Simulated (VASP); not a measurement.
Write the native input for VASP 6.6.1 that does the following.

```
Task                   : single point
Functional             : LDA
Potentials or basis    : VASP PAW LDA potentials, release 64 (Ta_pv, N)
Cutoff                 : 600 eV
k mesh                 : 3 × 3 × 2
Occupations            : fermi-dirac, width 0.15 eV
Spin                   : no spin polarisation
Dipole correction      : no
Further INCAR settings : ALGO = Normal; EDIFF = 1e-06; NBANDS = 78
```

The structure of TaN lies in POSCAR:

```
TaN
1.0
    5.8760004199      0.0000000000      0.0000000000
   -2.9380002100      5.0887656363      0.0000000000
    0.0000000000      0.0000000000      5.7660000000
Ta N
8 8
Direct
    0.1666666667      0.3333333333      0.2500000000
    0.1666666667      0.3333333333      0.7500000000
    0.1666666667      0.8333333333      0.2500000000
    0.1666666667      0.8333333333      0.7500000000
    0.6666666667      0.3333333333      0.2500000000
    0.6666666667      0.3333333333      0.7500000000
    0.6666666667      0.8333333333      0.2500000000
    0.6666666667      0.8333333333      0.7500000000
    0.0000000000      0.0000000000      0.0000000000
    0.0000000000      0.0000000000      0.5000000000
    0.0000000000      0.5000000000      0.0000000000
    0.0000000000      0.5000000000      0.5000000000
    0.5000000000      0.0000000000      0.0000000000
    0.5000000000      0.0000000000      0.5000000000
    0.5000000000      0.5000000000      0.0000000000
    0.5000000000      0.5000000000      0.5000000000
```

These files were run (other wordings do the same):

INCAR

```
PREC = Accurate
ENCUT = 600
EDIFF = 1E-6
ISMEAR = -1
SIGMA = 0.15
LREAL = False
LASPH = True
NELM = 120
ALGO = Normal
ISIF = 2
LWAVE = False
LCHARG = False
GGA = CA
NBANDS = 78
GGA_COMPAT = False
```

KPOINTS

```
Automatic mesh
0
Gamma
  3 3 2
```

Potentials or basis: VASP PAW LDA potentials, release 64 (Ta_pv, N).

Command:

```sh
$ cat potpaw_LDA.64/Ta_pv/POTCAR potpaw_LDA.64/N/POTCAR > POTCAR
$ mpirun -np 1 vasp_std > vasp.out
```

It gave:

The pressure is -9.6 GPa and the band gap on the k mesh is zero (bands 64 and 65 overlap by 0.26 eV).

Caveat: the k points lie up to 0.54 Å⁻¹ apart; spin-orbit coupling is left out, which moves the levels of the heavy elements.

It took 96 s on 1 thread of Intel(R) Xeon(R) Platinum 8488C (Sapphire Rapids) (shared host), peak memory 0.29 GiB.
